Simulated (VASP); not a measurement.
# NaF (Pm-3m) in VASP: notebook, part 2 of 2

VASP 6.6.1. Earlier steps stand in the parts before.

**4. Single point, PBE (volume changed by -10%)**

The input, INCAR:

```
ALGO     = Normal         # electronic algorithm
EDIFF    = 1E-6           # SCF threshold, eV
ENCUT    = 520            # plane-wave cutoff, eV
GGA      = PE             # functional
ISIF     = 2              # what is computed and relaxed
ISMEAR   = 0              # smearing method
LASPH    = T              # aspherical terms in the spheres
LCHARG   = T              # write CHGCAR
LELF     = T              # ELF
LREAL    = F              # projectors in reciprocal space
LVHAR    = T            
LWAVE    = F              # write WAVECAR
NBANDS   = 14             # bands
NELM     = 60             # most SCF steps
PREC     = Accurate       # precision mode
SIGMA    = 0.01           # smearing width, eV
```

The input, KPOINTS:

```
k-points
0
Gamma
  6 6 6
```

The input, POSCAR:

```
NaF
1.0
    2.6970803041      0.0000000000      0.0000000000
    0.0000000000      2.6970803041      0.0000000000
    0.0000000000      0.0000000000      2.6970803041
Na F
1 1
Direct
    0.0000000000      0.0000000000      0.0000000000
    0.5000000000      0.5000000000      0.5000000000
```

Potentials or basis: VASP PAW PBE potentials, release 64 (Na_pv, F).

Started as:

```console
$ cat potpaw_PBE.64/Na_pv/POTCAR potpaw_PBE.64/F/POTCAR > POTCAR
$ mpirun -np 1 vasp_std > vasp.out
```

OUTCAR:

```text
EDIFF = 1E-6
   ENCUT = 520
   GGA = PE
   ISIF = 2
   ISMEAR = 0
   LASPH = T
   LREAL = F
   NELM = 60
   PREC = Accurate

 ion  position               nearest neighbor table
   1  0.000  0.000  0.000-   2 2.34   2 2.34   2 2.34   2 2.34   2 2.34   2 2.34   2 2.34   2 2.34

   2  0.500  0.500  0.500-   1 2.34   1 2.34   1 2.34   1 2.34   1 2.34   1 2.34   1 2.34   1 2.34

  LATTYP: Found a simple cubic cell.
 ALAT       =     2.6970803041

  Lattice vectors:

 A1 = (   2.6970803041,   0.0000000000,   0.0000000000)
 A2 = (   0.0000000000,   2.6970803041,   0.0000000000)
 A3 = (   0.0000000000,   0.0000000000,   2.6970803041)

Analysis of symmetry for initial positions (statically):
=====================================================================
 Subroutine PRICEL returns:
 Original cell was already a primitive cell.

 Routine SETGRP: Setting up the symmetry group for a
 simple cubic supercell.

 Subroutine GETGRP returns: Found 48 space group operations
 (whereof 48 operations were pure point group operations)
 out of a pool of 48 trial point group operations.
[... 169 lines left out ...]
      3     -19.7999      2.00000
      4     -19.7999      2.00000
      5      -0.3323      2.00000
      6      -0.3323      2.00000
      7      -0.3323      2.00000
      8       6.9094      0.00000
      9      16.2986      0.00000
     10      16.2986      0.00000
     11      25.8226      0.00000
     12      25.8226      0.00000
     13      25.8226      0.00000
     14      32.9418      0.00000
[... 309 lines left out ...]
      1     -20.0462      2.00000
      2     -20.0462      2.00000
      3     -20.0462      2.00000
      4     -19.1597      2.00000
      5      -1.8978      2.00000
      6      -1.8978      2.00000
      7      -1.8978      2.00000
      8      15.2986      0.00000
      9      15.2986      0.00000
     10      15.2986      0.00000
     11      20.7088      0.00000
     12      20.7088      0.00000
     13      20.7088      0.00000
     14      25.5619      0.00000

------------------------ aborting loop because EDIFF is reached ----------------------------------------

  FORCE on cell =-STRESS in cart. coord.  units (eV):
  Direction    XX          YY          ZZ          XY          YZ          ZX
  --------------------------------------------------------------------------------------
  -------------------------------------------------------------------------------------
  Total        1.6203954      1.6203954      1.6203954     -0.0000000     -0.0000000      0.0000000
  in kB      132.3274536    132.3274536    132.3274536     -0.0000000     -0.0000000      0.0000000
  external PRESSURE =     132.3274536 kB  Pullay stress =       0.0000000 kB

 VOLUME and BASIS-vectors are now :
 -----------------------------------------------------------------------------
  energy-cutoff  :      520.00
  volume of cell :       19.62
      direct lattice vectors                 reciprocal lattice vectors
     2.697080304  0.000000000  0.000000000     0.370771311  0.000000000  0.000000000
     0.000000000  2.697080304  0.000000000     0.000000000  0.370771311  0.000000000
     0.000000000  0.000000000  2.697080304     0.000000000  0.000000000  0.370771311

 POSITION                                       TOTAL-FORCE (eV/Angst)
 -----------------------------------------------------------------------------------
      0.00000      0.00000      0.00000         0.000000      0.000000      0.000000
      1.34854      1.34854      1.34854         0.000000      0.000000      0.000000
 -----------------------------------------------------------------------------------
    total drift:                                0.000000      0.000000      0.000000

  FREE ENERGIE OF THE ION-ELECTRON SYSTEM (eV)
  ---------------------------------------------------
  free  energy   TOTEN  =        -8.1123068507 eV

  energy  without entropy=       -8.1123068507  energy(sigma->0) =       -8.11230685
```

OSZICAR:

```text
N       E                     dE             d eps       ncg     rms          rms(c)
DAV:   1     0.107858824018E+03    0.10786E+03   -0.79517E+03   566   0.136E+03
DAV:   2    -0.406365899505E+01   -0.11192E+03   -0.10440E+03   626   0.353E+02
DAV:   3    -0.897700778573E+01   -0.49133E+01   -0.49068E+01   638   0.664E+01
DAV:   4    -0.901013631320E+01   -0.33129E-01   -0.33127E-01   656   0.588E+00
DAV:   5    -0.901039031952E+01   -0.25401E-03   -0.25401E-03   668   0.507E-01    0.525E+00
DAV:   6    -0.815167377104E+01    0.85872E+00   -0.23322E+00   646   0.154E+01    0.162E+00
DAV:   7    -0.812508325326E+01    0.26591E-01   -0.36156E-02   584   0.299E+00    0.101E+00
DAV:   8    -0.811192528720E+01    0.13158E-01   -0.20178E-02   584   0.368E+00    0.116E-01
DAV:   9    -0.811234740440E+01   -0.42212E-03   -0.33427E-03   668   0.534E-01    0.703E-02
DAV:  10    -0.811230692803E+01    0.40476E-04   -0.26793E-04   584   0.217E-01    0.627E-03
DAV:  11    -0.811230681766E+01    0.11037E-06   -0.11320E-05   668   0.729E-02    0.365E-03
DAV:  12    -0.811230685074E+01   -0.33081E-07   -0.10196E-06   536   0.142E-02
   1 F= -.81123069E+01 E0= -.81123069E+01  d E =-.689688E-17
```

stdout:

```text
POSCAR found type information on POSCAR NaF
 POSCAR found :  2 types and       2 ions
 scaLAPACK will be used
 LDA part: xc-table for (Slater+PW92), standard interpolation
 POSCAR, INCAR and KPOINTS ok, starting setup
 FFT: planning ... GRIDC
 FFT: planning ... GRID_SOFT
 FFT: planning ... GRID
 WAVECAR not read
 entering main loop
```

It took 6.4 s on 1 thread of AMD EPYC 7R43 (Zen 3), shared host; peak memory 0.08 GiB.

What came out:

| Item | Value |
| --- | --- |
| Free energy | -8.1123 eV |
| Pressure | 13.2 GPa |
| Band gap on the k mesh | 6.86 eV, indirect (least direct gap 7.24 eV) |

 A k mesh can miss the band edges.

**5. Single point, PBE (volume changed by +5%)**

The input, INCAR:

```
SYSTEM = NaF
ALGO = Normal ; EDIFF = 1E-6
ENCUT = 520 ; GGA = PE
ISIF = 2 ; ISMEAR = 0
LASPH = .True. ; LCHARG = .False.
LREAL = .False. ; LWAVE = .False.
NBANDS = 14 ; NELM = 60
PREC = Accurate ; SIGMA = 0.01
```

The input, KPOINTS:

```
k-points
0
Gamma
  6 6 6
  0 0 0
```

The input, POSCAR:

```
NaF
1.0
    2.8392881774      0.0000000000      0.0000000000
    0.0000000000      2.8392881774      0.0000000000
    0.0000000000      0.0000000000      2.8392881774
Na F
1 1
Direct
    0.0000000000      0.0000000000      0.0000000000
    0.5000000000      0.5000000000      0.5000000000
```

Potentials or basis: VASP PAW PBE potentials, release 64 (Na_pv, F).

Started as:

```console
$ cat potpaw_PBE.64/Na_pv/POTCAR potpaw_PBE.64/F/POTCAR > POTCAR
$ mpirun -np 1 vasp_std > vasp.out
```

OUTCAR:

```text
SYSTEM = NaF
   EDIFF = 1E-6
   ENCUT = 520
   GGA = PE
   ISIF = 2
   ISMEAR = 0
   LASPH = .True.
   LREAL = .False.
   NELM = 60
   PREC = Accurate

 ion  position               nearest neighbor table
   1  0.000  0.000  0.000-
   2  0.500  0.500  0.500-

  LATTYP: Found a simple cubic cell.
 ALAT       =     2.8392881774

  Lattice vectors:

 A1 = (   2.8392881774,   0.0000000000,   0.0000000000)
 A2 = (   0.0000000000,   2.8392881774,   0.0000000000)
 A3 = (   0.0000000000,   0.0000000000,   2.8392881774)

Analysis of symmetry for initial positions (statically):
=====================================================================
 Subroutine PRICEL returns:
 Original cell was already a primitive cell.

 Routine SETGRP: Setting up the symmetry group for a
 simple cubic supercell.

 Subroutine GETGRP returns: Found 48 space group operations
 (whereof 48 operations were pure point group operations)
 out of a pool of 48 trial point group operations.

The static configuration has the point symmetry O_h .

Analysis of symmetry for dynamics (positions and initial velocities):
=====================================================================
 Subroutine PRICEL returns:
 Original cell was already a primitive cell.

 Routine SETGRP: Setting up the symmetry group for a
 simple cubic supercell.

 Subroutine GETGRP returns: Found 48 space group operations
 (whereof 48 operations were pure point group operations)
 out of a pool of 48 trial point group operations.

The dynamic configuration has the point symmetry O_h .

 Subroutine INISYM returns: Found 48 space group operations
 (whereof 48 operations are pure point group operations),
 and found     1 'primitive' translations

----------------------------------------------------------------------------------------

                                     Primitive cell

  volume of cell :      22.8891
[... 111 lines left out ...]
   AEXX    =    0.0000 exact exchange contribution
   IVDW    =     0    specifies the selected vdW correction
   LEPSILON=     F    determine dielectric tensor
   LRPA    =     F    only Hartree local field effects (RPA)
 non-spin polarized calculation
 Gauss-broadening in eV      SIGMA  =   0.01
  energy-cutoff  :      520.00
  volume of cell :       22.89
 maximum number of plane-waves:       630
 NGX is ok and might be reduce to    24
   NGX = 11   NGY = 11   NGZ = 11

 number of electron      14.0000007 magnetization

 Free energy of the ion-electron system (eV)
  ---------------------------------------------------
  ext. energy  EPLUGINS =         0.00000000
  ---------------------------------------------------
  free energy    TOTEN  =        -8.25038482 eV

  energy without entropy =       -8.25038482  energy(sigma->0) =       -8.25038482

 E-fermi :  -0.8206     XC(G=0):  -9.6834

 val. band max:       -0.8867816889   @ k =   0.5000   0.5000   0.0000
 cond. band min:       4.9158542222   @ k =   0.0000   0.0000   0.0000
 fundamental gap:      5.8026359111
 Fermi energy:        -0.8205945993

 k-point     1 :       0.0000    0.0000    0.0000
  band No.  band energies     occupation
      1     -21.0258      2.00000
      2     -21.0258      2.00000
      3     -21.0258      2.00000
      4     -20.6496      2.00000
      5      -1.2061      2.00000
      6      -1.2061      2.00000
      7      -1.2061      2.00000
      8       4.9159      0.00000
      9      14.6618      0.00000
     10      14.6618      0.00000
     11      22.3626      0.00000
     12      22.3626      0.00000
     13      22.3626      0.00000
     14      29.6898      0.00000
[... 309 lines left out ...]
      1     -21.1900      2.00000
      2     -21.1900      2.00000
      3     -21.1900      2.00000
      4     -19.9557      2.00000
      5      -2.4313      2.00000
      6      -2.4313      2.00000
      7      -2.4313      2.00000
      8      13.1823      0.00000
      9      13.1823      0.00000
     10      13.1823      0.00000
     11      18.0287      0.00000
     12      18.0287      0.00000
     13      18.0287      0.00000
     14      21.5059      0.00000

------------------------ aborting loop because EDIFF is reached ----------------------------------------

  FORCE on cell =-STRESS in cart. coord.  units (eV):
  Direction    XX          YY          ZZ          XY          YZ          ZX
  --------------------------------------------------------------------------------------
  -------------------------------------------------------------------------------------
  Total        0.1730977      0.1730977      0.1730977     -0.0000000      0.0000000     -0.0000000
  in kB       12.1163944     12.1163944     12.1163944     -0.0000000      0.0000000     -0.0000000
  external PRESSURE =      12.1163944 kB  Pullay stress =       0.0000000 kB

 VOLUME and BASIS-vectors are now :
 -----------------------------------------------------------------------------
  energy-cutoff  :      520.00
  volume of cell :       22.89
      direct lattice vectors                 reciprocal lattice vectors
     2.839288177  0.000000000  0.000000000     0.352200952  0.000000000  0.000000000
     0.000000000  2.839288177  0.000000000     0.000000000  0.352200952  0.000000000
     0.000000000  0.000000000  2.839288177     0.000000000  0.000000000  0.352200952

 POSITION                                       TOTAL-FORCE (eV/Angst)
 -----------------------------------------------------------------------------------
      0.00000      0.00000      0.00000         0.000000      0.000000      0.000000
      1.41964      1.41964      1.41964         0.000000      0.000000      0.000000
 -----------------------------------------------------------------------------------
    total drift:                                0.000000      0.000000     -0.000000

  FREE ENERGIE OF THE ION-ELECTRON SYSTEM (eV)
  ---------------------------------------------------
  free  energy   TOTEN  =        -8.2503848181 eV

  energy  without entropy=       -8.2503848181  energy(sigma->0) =       -8.25038482
```

stdout:

```text
POSCAR found type information on POSCAR NaF
 POSCAR found :  2 types and       2 ions
 scaLAPACK will be used
 LDA part: xc-table for (Slater+PW92), standard interpolation
 POSCAR, INCAR and KPOINTS ok, starting setup
 FFT: planning ... GRIDC
 FFT: planning ... GRID_SOFT
 FFT: planning ... GRID
 WAVECAR not read
 entering main loop
```

It took 9.8 s on 1 thread of AMD EPYC 7R43 (Zen 3), shared host; peak memory 0.1 GiB.

What came out:

```yaml
Free_energy: -8.2504 eV
Pressure: 1.2 GPa
Band_gap_on_the_k_mesh: 5.80 eV, indirect (least direct gap 6.12 eV)
```

Levels at points of the mesh, in eV from the valence-band top:
```tsv
k point	band 4	band 5	band 6	band 7	band 8	band 9	band 10	band 11
(0.00, 0.00, 0.00)	-19.76	-0.32	-0.32	-0.32	5.80	15.55	15.55	23.25
(0.50, 0.00, 0.00)	-19.07	-2.50	-0.20	-0.20	10.49	11.43	19.59	20.84
(0.50, 0.50, 0.00)	-19.28	-1.78	-1.78	0.00	11.68	14.79	14.79	15.26
(0.50, 0.50, 0.50)	-19.07	-1.54	-1.54	-1.54	14.07	14.07	14.07	18.92
```

**6. Single point, PBE (volume changed by +10%)**

The input, INCAR:

```
SYSTEM = NaF
ALGO = Normal
EDIFF = 1E-6
ENCUT = 520
GGA = PE
ISIF = 2
ISMEAR = 0
LASPH = .True.
LCHARG = .True.
LELF = .True.
LREAL = .False.
LVHAR = .True.
LWAVE = .False.
NBANDS = 14
NELM = 60
PREC = Accurate
SIGMA = 0.01
```

KPOINTS is that of step 5.

The input, POSCAR:

```
NaF
1.0
    2.8836592220      0.0000000000      0.0000000000
    0.0000000000      2.8836592220      0.0000000000
    0.0000000000      0.0000000000      2.8836592220
Na F
1 1
Direct
    0.0000000000      0.0000000000      0.0000000000
    0.5000000000      0.5000000000      0.5000000000
```

Potentials or basis: VASP PAW PBE potentials, release 64 (Na_pv, F).

Started as:

```console
$ cat potpaw_PBE.64/Na_pv/POTCAR potpaw_PBE.64/F/POTCAR > POTCAR
$ mpirun -np 1 vasp_std > vasp.out
```

It took 9.8 s on 1 thread of AMD EPYC 7R43 (Zen 3), shared host; peak memory 0.1 GiB.

The run converged. Its results:

* Free energy: -8.2524 eV
* Pressure: -1.1 GPa
* Band gap on the k mesh: 5.53 eV, indirect (least direct gap 5.83 eV)

Levels at points of the mesh, in eV from the valence-band top:
```
           k point  band 4  band 5  band 6  band 7  band 8  band 9  band 10  band 11
(0.00, 0.00, 0.00)  -19.65   -0.30   -0.30   -0.30    5.53   15.33    15.33    22.54
(0.50, 0.00, 0.00)  -19.08   -2.35   -0.18   -0.18   10.14   11.00    19.22    20.49
(0.50, 0.50, 0.00)  -19.22   -1.67   -1.67    0.00   11.38   14.32    14.32    14.91
(0.50, 0.50, 0.50)  -19.03   -1.44   -1.44   -1.44   13.73   13.73    13.73    18.42
```

**7. Summary**

| cell | gap on the mesh (eV) | pressure (GPa) |
| --- | --- | --- |
| a = 2.793 Å, 2 atoms | 6.11 | 4.2 |
| a = 2.746 Å, 2 atoms | 6.46 | 8.1 |
| a = 2.697 Å, 2 atoms | 6.86 | 13.2 |
| a = 2.839 Å, 2 atoms | 5.80 | 1.2 |
| a = 2.884 Å, 2 atoms | 5.53 | -1.1 |

Alike in all rows: task single point; level PBE; potentials or basis VASP PAW PBE potentials, release 64 (Na_pv, F); no spin polarisation; k mesh 6 × 6 × 6; cutoff (eV) 520; smearing gaussian 0.01 eV.

Total energies depend on the potentials used, so only differences within one code and one set of settings carry meaning.
